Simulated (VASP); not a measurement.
Runs of VASP 6.6.1 on Nb. The structure is that of space group Im-3m (No. 229), or close to it. The cells are those of the table. 

```csv
task,cell,gap on the mesh (eV),pressure (GPa)
single point,"a = 2.882 Å, angles 109.5°, 1 atom",none,-2.8
electric field gradients,"a = 2.929 Å, angles 109.5°, 1 atom",none,(a)
electric field gradients,"a = 2.906 Å, angles 109.5°, 1 atom",none,-6.6
electric field gradients,"a = 2.882 Å, angles 109.5°, 1 atom",none,-2.8
electric field gradients,"a = 2.833 Å, angles 109.5°, 1 atom",none,6.4
```

Alike in all rows: level PBE; potentials or basis VASP PAW PBE potentials, release 64 (Nb_sv); no spin polarisation; k mesh 15 × 15 × 15; cutoff (eV) 520; smearing fermi-dirac 0.03 eV.

**Question.** Estimate the missing entries.

**Answer.** (a) -9.9.

A k mesh can miss the band edges, and the runs leave out spin-orbit coupling on Nb.

A gap of «none» marks levels without a gap at the run's occupations.
